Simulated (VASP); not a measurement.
# Zn3PbO (Pm-3m) in VASP: a series of runs

Runs on Zn3PbO. Level: PBE. Tasks: vibrations by perturbation theory.

All numbers are computed with VASP 6.6.1; they aren't measurements. Logs are shortened: lines on timing, memory, paths and dates and some standing lists are left out, and cuts for length are marked.

## (1) The cell of the first run

It takes space group Pm-3m (No. 221, cubic). The conventional cell has a = 4.388 Å, b = 4.388 Å, c = 4.388 Å, α = 90.00°, β = 90.00°, γ = 90.00°. Within 2.9 Å of Zn (site symmetry 4/mmm) lie 2 O at 2.19 Å. Pb (site symmetry m-3m) has 12 Zn at 3.10 Å and 8 O at 3.80 Å within 4.1 Å. O (site symmetry m-3m) has 6 Zn at 2.19 Å within 2.9 Å.

## (2) Vibrations by perturbation theory, PBE (16.90 Å³/atom)

The input, INCAR:

```
PREC = Accurate
ENCUT = 520
EDIFF = 1E-8
ISMEAR = -1
SIGMA = 0.15
LREAL = False
LASPH = True
NELM = 80
ALGO = Normal
ISIF = 2
LWAVE = False
LCHARG = True
GGA = PE
IBRION = 8
NSW = 1
```

The input, KPOINTS:

```
regular mesh
0
Gamma
  8 8 8
```

The input, POSCAR:

```
Zn3PbO
1.0
    4.3877953840      0.0000000000      0.0000000000
    0.0000000000      4.3877953840      0.0000000000
    0.0000000000      0.0000000000      4.3877953840
Zn Pb O
3 1 1
Direct
    0.0000000000      0.5000000000      0.5000000000
    0.5000000000      0.0000000000      0.5000000000
    0.5000000000      0.5000000000      0.0000000000
    0.0000000000      0.0000000000      0.0000000000
    0.5000000000      0.5000000000      0.5000000000
```

Potentials or basis: VASP PAW PBE potentials, release 64 (Zn, Pb_d, O).

On the command line:

```bash
> cat potpaw_PBE.64/Zn/POTCAR potpaw_PBE.64/Pb_d/POTCAR potpaw_PBE.64/O/POTCAR > POTCAR
> mpirun -np 1 vasp_std > vasp.out
```

OUTCAR:

```text
PREC = Accurate
   ENCUT = 520
   EDIFF = 1E-8
   ISMEAR = -1
   LREAL = False
   LASPH = True
   NELM = 80
   ISIF = 2
   GGA = PE
   IBRION = 8
   NSW = 1

 ion  position               nearest neighbor table
   1  0.000  0.500  0.500-   5 2.19   5 2.19   4 3.10   4 3.10   4 3.10   4 3.10
   2  0.500  0.000  0.500-   5 2.19   5 2.19   4 3.10   4 3.10   4 3.10   4 3.10
   3  0.500  0.500  0.000-   5 2.19   5 2.19   4 3.10   4 3.10   4 3.10   4 3.10
   4  0.000  0.000  0.000-   1 3.10   2 3.10   3 3.10   1 3.10   2 3.10   1 3.10   3 3.10   1 3.10
                             2 3.10   3 3.10   2 3.10   3 3.10
   5  0.500  0.500  0.500-   1 2.19   2 2.19   3 2.19   3 2.19   2 2.19   1 2.19

  LATTYP: Found a simple cubic cell.
 ALAT       =     4.3877953840

  Lattice vectors:

 A1 = (   4.3877953840,   0.0000000000,   0.0000000000)
 A2 = (   0.0000000000,   4.3877953840,   0.0000000000)
 A3 = (   0.0000000000,   0.0000000000,   4.3877953840)

Analysis of symmetry for initial positions (statically):
=====================================================================
 Subroutine PRICEL returns:
 Original cell was already a primitive cell.

 Routine SETGRP: Setting up the symmetry group for a
 simple cubic supercell.

 Subroutine GETGRP returns: Found 48 space group operations
 (whereof 48 operations were pure point group operations)
 out of a pool of 48 trial point group operations.

The static configuration has the point symmetry O_h .

Analysis of symmetry for dynamics (positions and initial velocities):
=====================================================================
 Subroutine PRICEL returns:
 Original cell was already a primitive cell.

 Routine SETGRP: Setting up the symmetry group for a
 simple cubic supercell.

 Subroutine GETGRP returns: Found 48 space group operations
 (whereof 48 operations were pure point group operations)
 out of a pool of 48 trial point group operations.

The dynamic configuration has the point symmetry O_h .

 Subroutine INISYM returns: Found 48 space group operations
 (whereof 48 operations are pure point group operations),
 and found     1 'primitive' translations

----------------------------------------------------------------------------------------

                                     Primitive cell

  volume of cell :      84.4771

  direct lattice vectors                    reciprocal lattice vectors
     4.387795384  0.000000000  0.000000000     0.227904884  0.000000000  0.000000000
     0.000000000  4.387795384  0.000000000     0.000000000  0.227904884  0.000000000
     0.000000000  0.000000000  4.387795384     0.000000000  0.000000000  0.227904884

  length of vectors
     4.387795384  4.387795384  4.387795384     0.227904884  0.227904884  0.227904884

  position of ions in fractional coordinates (direct lattice)
     0.000000000  0.500000000  0.500000000
     0.500000000  0.000000000  0.500000000
     0.500000000  0.500000000  0.000000000
     0.000000000  0.000000000  0.000000000
     0.500000000  0.500000000  0.500000000

  ion indices of the primitive-cell ions
[... 141 lines left out ...]
      5     -11.9815      2.00000
      6     -11.9815      2.00000
[... 853 lines left out ...]
     32       8.6259      0.00000
     33       9.8674      0.00000

 [... further k-points ...]
[... 5 lines left out ...]
  --------------------------------------------------------------------------------------
  -------------------------------------------------------------------------------------
  Total        0.8414857      0.8414857      0.8414857      0.0000000      0.0000000     -0.0000000
  in kB       15.9594616     15.9594616     15.9594616      0.0000000      0.0000000     -0.0000000
  external PRESSURE =      15.9594616 kB  Pullay stress =       0.0000000 kB

 VOLUME and BASIS-vectors are now :
 -----------------------------------------------------------------------------
  energy-cutoff  :      520.00
  volume of cell :       84.48
      direct lattice vectors                 reciprocal lattice vectors
     4.387795384  0.000000000  0.000000000     0.227904884  0.000000000  0.000000000
     0.000000000  4.387795384  0.000000000     0.000000000  0.227904884  0.000000000
     0.000000000  0.000000000  4.387795384     0.000000000  0.000000000  0.227904884

 POSITION                                       TOTAL-FORCE (eV/Angst)
 -----------------------------------------------------------------------------------
      0.00000      2.19390      2.19390         0.000000      0.000000      0.000000
      2.19390      0.00000      2.19390         0.000000      0.000000      0.000000
      2.19390      2.19390      0.00000         0.000000      0.000000      0.000000
      0.00000      0.00000      0.00000         0.000000      0.000000      0.000000
      2.19390      2.19390      2.19390         0.000000      0.000000      0.000000
 -----------------------------------------------------------------------------------
    total drift:                                0.000000      0.000000      0.000000

  FREE ENERGIE OF THE ION-ELECTRON SYSTEM (eV)
  ---------------------------------------------------
  free  energy   TOTEN  =       -12.2297244430 eV

  energy  without entropy=      -12.0658787878  energy(sigma->0) =      -12.14780162

[... ionic steps 2 to 15 ...]

--------------------------------------- Ionic step       16  -------------------------------------------

 Free energy of the ion-electron system (eV)
  ---------------------------------------------------
  ---------------------------------------------------
  free energy    TOTEN  =        -0.37058490 eV

  energy without entropy =       -0.37058492

------------------------ aborting loop because EDIFF is reached ----------------------------------------

 INTERNAL STRAIN TENSOR  FOR ION    5  DIRECTION 1   (eV/Angst):
 -----------------------------------------------------------------------------
    -0.12093 -0.00000  0.00000
     0.00000  0.03385  0.00000
     0.00000  0.00000  0.03385

 INTERNAL STRAIN TENSOR FOR ION    5 for displacements in x,y,z  (eV/Angst):
          X           Y           Z          XY          YZ          ZX
  --------------------------------------------------------------------------------
  x     0.00000     0.00000     0.00000     0.00000     0.00000     0.00000
  y     0.00000     0.00000     0.00000     0.00000     0.00000     0.00000
  z     0.00000     0.00000     0.00000     0.00000     0.00000     0.00000

 SECOND DERIVATIVES (NOT SYMMETRIZED)
 ------------------------------------
               1X          1Y          1Z          2X          2Y          2Z          3X          3Y          3Z          4X          4Y          4Z          5X          5Y          5Z
  1X    -3.656103   -0.000000    0.000000    0.861086    0.000000    0.000000    0.861086    0.000000    0.000000   -0.295621    0.000000   -0.000000    2.229551   -0.000000    0.000000
  1Y     0.000000   -0.046796    0.000000    0.000000    0.859229    0.000000    0.000000   -0.413297    0.000000    0.000000    1.130363    0.000000    0.000000   -1.529500    0.000000
  1Z     0.000000    0.000000   -0.046796    0.000000    0.000000   -0.413297    0.000000    0.000000    0.859229    0.000000    0.000000    1.130363    0.000000    0.000000   -1.529500
  2X     0.859229    0.000000    0.000000   -0.046796    0.000000    0.000000   -0.413297    0.000000    0.000000    1.130363    0.000000    0.000000   -1.529500    0.000000    0.000000
  2Y     0.000000    0.861086    0.000000   -0.000000   -3.656103    0.000000    0.000000    0.861086    0.000000    0.000000   -0.295621   -0.000000   -0.000000    2.229551    0.000000
  2Z     0.000000    0.000000   -0.413297    0.000000    0.000000   -0.046796    0.000000    0.000000    0.859229    0.000000    0.000000    1.130363    0.000000    0.000000   -1.529500
  3X     0.859229    0.000000    0.000000   -0.413297    0.000000    0.000000   -0.046796    0.000000    0.000000    1.130363    0.000000    0.000000   -1.529500    0.000000    0.000000
  3Y     0.000000   -0.413297    0.000000    0.000000    0.859229    0.000000    0.000000   -0.046796    0.000000    0.000000    1.130363    0.000000    0.000000   -1.529500    0.000000
  3Z     0.000000    0.000000    0.861086    0.000000    0.000000    0.861086    0.000000    0.000000   -3.656103    0.000000    0.000000   -0.295621    0.000000    0.000000    2.229551
  4X    -0.313721    0.000000   -0.000000    1.115529   -0.000000    0.000000    1.115529    0.000000    0.000000   -2.744118   -0.000000    0.000000    0.826781    0.000000   -0.000000
  4Y     0.000000    1.115529    0.000000    0.000000   -0.313721   -0.000000   -0.000000    1.115529   -0.000000   -0.000000   -2.744118    0.000000    0.000000    0.826781   -0.000000
  4Z     0.000000   -0.000000    1.115529   -0.000000   -0.000000    1.115529    0.000000    0.000000   -0.313721   -0.000000   -0.000000   -2.744118    0.000000    0.000000    0.826781
  5X     2.220250   -0.000000    0.000000   -1.550387   -0.000000    0.000000   -1.550387    0.000000    0.000000    0.830139   -0.000000   -0.000000    0.050385    0.000000    0.000000
  5Y    -0.000000   -1.550387    0.000000   -0.000000    2.220250   -0.000000    0.000000   -1.550387   -0.000000   -0.000000    0.830139   -0.000000   -0.000000    0.050385    0.000000
  5Z     0.000000    0.000000   -1.550387    0.000000    0.000000   -1.550387    0.000000    0.000000    2.220250   -0.000000   -0.000000    0.830139    0.000000   -0.000000    0.050385

 Eigenvectors and eigenvalues of the dynamical matrix
 ----------------------------------------------------

   1 f  =    5.618526 THz    35.302237 2PiTHz  187.413838 cm-1    23.236344 meV
             X         Y         Z           dx          dy          dz
      0.000000  2.193898  2.193898     0.000000   -0.000000   -0.311052
      2.193898  0.000000  2.193898    -0.000000    0.000000   -0.311052
      2.193898  2.193898  0.000000     0.000000   -0.000000    0.666497
      0.000000  0.000000  0.000000    -0.000000    0.000000    0.139498
      2.193898  2.193898  2.193898     0.000000   -0.000000   -0.585504
[... 105 lines left out ...]
  15 f/i=    4.385073 THz    27.552224 2PiTHz  146.270277 cm-1    18.135195 meV
             X         Y         Z           dx          dy          dz
      0.000000  2.193898  2.193898    -0.322912    0.018220   -0.000031
      2.193898  0.000000  2.193898     0.378851   -0.015530   -0.000031
      2.193898  2.193898  0.000000     0.378851    0.018220    0.000027
      0.000000  0.000000  0.000000    -0.033062   -0.001590    0.000003
      2.193898  2.193898  2.193898    -0.777992   -0.037416    0.000064

--------------------------------------------------------------------------------------------------------

 ELASTIC MODULI CONTR FROM IONIC RELAXATION (kBar)
 Direction    XX          YY          ZZ          XY          YZ          ZX
 --------------------------------------------------------------------------------
 XX           0.0000      0.0000      0.0000      0.0000      0.0000      0.0000
 YY           0.0000      0.0000      0.0000      0.0000      0.0000      0.0000
 ZZ           0.0000      0.0000      0.0000      0.0000      0.0000      0.0000
 XY           0.0000      0.0000      0.0000      0.0000      0.0000      0.0000
 YZ           0.0000      0.0000      0.0000      0.0000      0.0000      0.0000
 ZX           0.0000      0.0000      0.0000      0.0000      0.0000      0.0000
 --------------------------------------------------------------------------------
```

Wall time 13 min (1 thread of AMD EPYC 9R45 (Zen 5), shared host); peak memory 0.76 GiB.

Results:

- Highest phonon frequency at Γ, LO-TO splitting left out: 187 cm⁻¹
- Most unstable mode: 146i cm⁻¹

Phonon frequencies in cm⁻¹ (negative: imaginary):
```tsv
q point	frequencies
(0.000, 0.000, 0.000)	-146 -146 -146 -39 -39 -39 0 0 0 78 78 78 187 187 187
```

Caveat: the cell stands under pressure or tension, which shifts response properties; some modes are imaginary; spin-orbit coupling is left out, which moves the levels of the heavy elements.

## (3) Vibrations by perturbation theory, PBE (17.59 Å³/atom)

This run uses another cell than the first one, of 17.59 Å³/atom.

INCAR, as its differences from that of step 2:

```diff
@@ -7,3 +7,3 @@
 LASPH = True
-NELM = 80
+NELM = 60
 ALGO = Normal
@@ -11,3 +11,3 @@
 LWAVE = False
-LCHARG = True
+LCHARG = False
 GGA = PE
```

KPOINTS is that of step 2.

POSCAR, as its differences from that of step 2:

```diff
@@ -2,5 +2,5 @@
 1.0
-    4.3877953840      0.0000000000      0.0000000000
-    0.0000000000      4.3877953840      0.0000000000
-    0.0000000000      0.0000000000      4.3877953840
+    4.4466989951      0.0000000000      0.0000000000
+    0.0000000000      4.4466989951      0.0000000000
+    0.0000000000      0.0000000000      4.4466989951
 Zn Pb O
```

Potentials or basis: VASP PAW PBE potentials, release 64 (Zn, Pb_d, O).

On the command line:

```bash
> cat potpaw_PBE.64/Zn/POTCAR potpaw_PBE.64/Pb_d/POTCAR potpaw_PBE.64/O/POTCAR > POTCAR
> mpirun -np 1 vasp_std > vasp.out
```

OUTCAR:

```text
PREC = Accurate
   ENCUT = 520
   EDIFF = 1E-8
   ISMEAR = -1
   LREAL = False
   LASPH = True
   NELM = 60
   ISIF = 2
   GGA = PE
   IBRION = 8
   NSW = 1

 ion  position               nearest neighbor table
   1  0.000  0.500  0.500-   5 2.22   5 2.22   4 3.14   4 3.14   4 3.14   4 3.14
   2  0.500  0.000  0.500-   5 2.22   5 2.22   4 3.14   4 3.14   4 3.14   4 3.14
   3  0.500  0.500  0.000-   5 2.22   5 2.22   4 3.14   4 3.14   4 3.14   4 3.14
   4  0.000  0.000  0.000-   1 3.14   2 3.14   3 3.14   1 3.14   2 3.14   1 3.14   3 3.14   1 3.14
                             2 3.14   3 3.14   2 3.14   3 3.14
   5  0.500  0.500  0.500-   1 2.22   2 2.22   3 2.22   3 2.22   2 2.22   1 2.22

  LATTYP: Found a simple cubic cell.
 ALAT       =     4.4466989951

  Lattice vectors:
[... 1132 lines left out ...]
  3Z     0.000000   -0.000000    0.719166    0.000000    0.000000    0.719166   -0.000000   -0.000000   -2.490106    0.000000    0.000000   -0.247358   -0.000000   -0.000000    1.299132
  4X    -0.239834   -0.000000    0.000000    0.854941   -0.000000   -0.000000    0.854941    0.000000    0.000000   -2.174356    0.000000   -0.000000    0.704307    0.000000    0.000000
  4Y    -0.000000    0.854941    0.000000   -0.000000   -0.239834    0.000000   -0.000000    0.854941    0.000000    0.000000   -2.174356   -0.000000    0.000000    0.704307    0.000000
  4Z     0.000000    0.000000    0.854941    0.000000    0.000000    0.854941    0.000000    0.000000   -0.239834   -0.000000   -0.000000   -2.174356   -0.000000    0.000000    0.704307
  5X     1.309906   -0.000000    0.000000   -1.358273   -0.000000    0.000000   -1.358273    0.000000    0.000000    0.705510    0.000000   -0.000000    0.701131    0.000000   -0.000000
  5Y    -0.000000   -1.358273   -0.000000   -0.000000    1.309906    0.000000    0.000000   -1.358273   -0.000000    0.000000    0.705510   -0.000000    0.000000    0.701131   -0.000000
  5Z    -0.000000    0.000000   -1.358273    0.000000   -0.000000   -1.358273   -0.000000   -0.000000    1.309906    0.000000    0.000000    0.705510    0.000000    0.000000    0.701131

 Eigenvectors and eigenvalues of the dynamical matrix
 ----------------------------------------------------

   1 f  =    4.440170 THz    27.898408 2PiTHz  148.108116 cm-1    18.363058 meV
             X         Y         Z           dx          dy          dz
      0.000000  2.223349  2.223349     0.567627   -0.197285    0.000512
      2.223349  0.000000  2.223349    -0.321067    0.348788    0.000512
      2.223349  2.223349  0.000000    -0.321067   -0.197285   -0.000905
      0.000000  0.000000  0.000000     0.156475    0.096149   -0.000250
      2.223349  2.223349  2.223349    -0.416007   -0.255623    0.000663
[... 105 lines left out ...]
  15 f/i=    4.678553 THz    29.396218 2PiTHz  156.059744 cm-1    19.348934 meV
             X         Y         Z           dx          dy          dz
      0.000000  2.223349  2.223349    -0.000000    0.000000   -0.352931
      2.223349  0.000000  2.223349     0.000000   -0.000000   -0.352931
      2.223349  2.223349  0.000000     0.000000    0.000000    0.204042
      0.000000  0.000000  0.000000    -0.000000   -0.000000    0.046989
      2.223349  2.223349  2.223349    -0.000000   -0.000000    0.840855

--------------------------------------------------------------------------------------------------------

 ELASTIC MODULI CONTR FROM IONIC RELAXATION (kBar)
 Direction    XX          YY          ZZ          XY          YZ          ZX
 --------------------------------------------------------------------------------
 XX           0.0000      0.0000      0.0000      0.0000      0.0000      0.0000
 YY           0.0000      0.0000      0.0000      0.0000      0.0000      0.0000
 ZZ           0.0000      0.0000      0.0000      0.0000      0.0000      0.0000
 XY           0.0000      0.0000      0.0000      0.0000      0.0000      0.0000
 YZ           0.0000      0.0000      0.0000      0.0000      0.0000      0.0000
 ZX           0.0000      0.0000      0.0000      0.0000      0.0000      0.0000
 --------------------------------------------------------------------------------
```

It took 35 min on 1 thread of Oxide Virtual Turin-like, shared host; peak memory 0.78 GiB.

What came out:

```yaml
Highest_phonon_frequency_at_Γ_LO-TO_splitting_left_out: 148 cm⁻¹
Most_unstable_mode: 156i cm⁻¹
```

Phonon frequencies in cm⁻¹ (negative: imaginary):
```
              q point                                            frequencies
(0.000, 0.000, 0.000)  -156 -156 -156 -47 -47 -47 0 0 0 68 68 68 148 148 148
```

Caveat: the cell stands under pressure or tension, which shifts response properties; some modes are imaginary; spin-orbit coupling is left out, which moves the levels of the heavy elements.
